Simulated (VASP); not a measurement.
A run of VASP 6.6.1:

Contents of INCAR:

```
PREC = Accurate
ENCUT = 520
EDIFF = 1E-6
ISMEAR = -1
SIGMA = 0.05
LREAL = False
LASPH = True
NELM = 60
ALGO = Normal
ISIF = 2
LWAVE = False
LCHARG = False
GGA = CA
NBANDS = 12
```

The input KPOINTS:

```
Automatic mesh
0
Gamma
  14 14 14
```

File POSCAR:

```
Ta
1.0
   -1.6549278069      1.6549278069      1.6549278069
    1.6549278069     -1.6549278069      1.6549278069
    1.6549278069      1.6549278069     -1.6549278069
Ta
1
Direct
    0.0000000000      0.0000000000      0.0000000000
```

Potentials or basis: VASP PAW LDA potentials, release 64 (Ta_pv).

Command:

```console
$ cat potpaw_LDA.64/Ta_pv/POTCAR > POTCAR
$ mpirun -np 1 vasp_std > vasp.out
```

Hardware: 1 thread of Intel Xeon 6975P-C (shared host).

Question: How long does it take, and how much memory?

Answer: It took 13 s on 1 thread of Intel Xeon 6975P-C, with other jobs on the host, peak memory 0.14 GiB. Counts: scf iterations 10, k points 104.
